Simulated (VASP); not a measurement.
Set up this calculation in VASP 6.6.1, as the native input.

* Task: electric field gradients
* Functional: LDA
* Potentials or basis: VASP PAW LDA potentials, release 64 (Ga_d)
* Cutoff: 520 eV
* k mesh: 12 × 12 × 10
* Occupations: fermi-dirac, width 0.08 eV
* Spin: no spin polarisation
* Dipole correction: no
* Further INCAR settings: ALGO = Normal; EDIFF = 1e-08; NBANDS = 20

The structure of Ga lies in POSCAR:

```
Ga
1.0
    1.4304030031     -4.0100608329      0.0000000000
    1.4304030031      4.0100608329      0.0000000000
    0.0000000000      0.0000000000      3.1271569102
Ga
2
Direct
    0.8670000000      0.1330000000      0.2500000000
    0.1330000000      0.8670000000      0.7500000000
```

One way to write it, as run:

INCAR

```
PREC     = Accurate       # precision mode
ENCUT    = 520            # plane-wave cutoff, eV
EDIFF    = 1E-8           # SCF threshold, eV
ISMEAR   = -1             # smearing method
SIGMA    = 0.08           # smearing width, eV
LREAL    = F              # projectors in reciprocal space
LASPH    = T              # aspherical terms in the spheres
NELM     = 100            # most SCF steps
ALGO     = Normal         # electronic algorithm
ISIF     = 2              # what is computed and relaxed
LWAVE    = F              # write WAVECAR
LCHARG   = F              # write CHGCAR
GGA      = CA             # functional
LEFG     = T            
NBANDS   = 20             # bands
```

KPOINTS

```
regular mesh
0
Gamma
  12 12 10
```

Potentials or basis: VASP PAW LDA potentials, release 64 (Ga_d).

Command:

```bash
$ cat potpaw_LDA.64/Ga_d/POTCAR > POTCAR
$ mpirun -np 1 vasp_std > vasp.out
```

Results of the run:

```
Pressure                                : -1.7 GPa
Largest force                           : 0.203 eV/Å
Band gap on the k mesh                  : zero (bands 13 and 14 overlap by 9.63 eV)
Largest electric field gradient by atom : Ga -28.5 V/Å²
```

Caveat: without QUAD_EFG the Cq values of the log hold for a quadrupole moment of 1 mb, not for the nuclei.

Run time: 51 s on 1 thread of Intel(R) Xeon(R) 6975P-C (Granite Rapids) (shared host), peak memory 0.25 GiB.
